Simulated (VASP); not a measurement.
Write the native input for VASP 6.6.1 that does the following.

```yaml
Task: relaxation of cell and atoms
Functional: PBE
Potentials_or_basis: VASP PAW PBE potentials, release 64 (Mg, Si, N)
Cutoff: 600 eV
k_mesh: 16 × 16 × 12
Occupations: gaussian, width 0.1 eV
Spin: no spin polarisation
Dipole_correction: no
Further_INCAR_settings: ALGO = Normal; EDIFF = 1e-06; IBRION = 2; EDIFFG = -0.01; NSW = 100; ISIF = 3
```

The structure of MgSiN lies in POSCAR:

```
MgSiN
1.0
    3.0674121227      0.0000000000      0.0000000000
    0.0000000000      3.0675174015      0.0000000000
    0.0000000000      0.0000000000      3.8220531707
Mg Si N
1 1 1
Direct
    0.0000000000      0.0000000000      0.0000000000
    0.5000000000      0.5000000000      0.5000000000
    0.5000000000      0.5000000000      0.0000000000
```

The cell was generated, and may not be a known phase.

These files were run (other wordings do the same):

INCAR

```
SYSTEM = MgSiN
PREC = Accurate ; ENCUT = 600
EDIFF = 1E-6 ; ISMEAR = 0
SIGMA = 0.1 ; LREAL = .FALSE.
LASPH = .TRUE. ; NELM = 60
ALGO = Normal ; ISIF = 3
LWAVE = .FALSE. ; LCHARG = .FALSE.
GGA = PE ; IBRION = 2
NSW = 100 ; EDIFFG = -0.01
```

KPOINTS

```
regular mesh
0
G
  16 16 12
  0 0 0
```

Potentials or basis: VASP PAW PBE potentials, release 64 (Mg, Si, N).

Run with:

```sh
$ cat potpaw_PBE.64/Mg/POTCAR potpaw_PBE.64/Si/POTCAR potpaw_PBE.64/N/POTCAR > POTCAR
$ mpirun -np 1 vasp_std > vasp.out
```

It gave:

```
Relaxed volume                        : 11.95 Å³/atom
Relaxed cell                          : a = 3.062 Å, b = 3.062 Å, c = 3.825 Å, α = 90.00°, β = 90.00°, γ = 90.00°
Space group after relaxing (to 0.1 Å) : P4/mmm (No. 123)
Energy gained by relaxing             : 0.1 meV/atom
Ionic steps                           : 4
Pressure after relaxing               : 0.0 GPa
Band gap on the k mesh                : zero (an odd number of electrons rules out a gap without spin polarisation)
```

Caveat: an odd number of electrons without spin polarisation forces a metal; a magnetic or distorted state may lie lower.

It took 3.8 min on 1 thread of Intel(R) Xeon(R) Platinum 8375C CPU @ 2.90GHz (Ice Lake), on a shared host, peak memory 0.44 GiB.
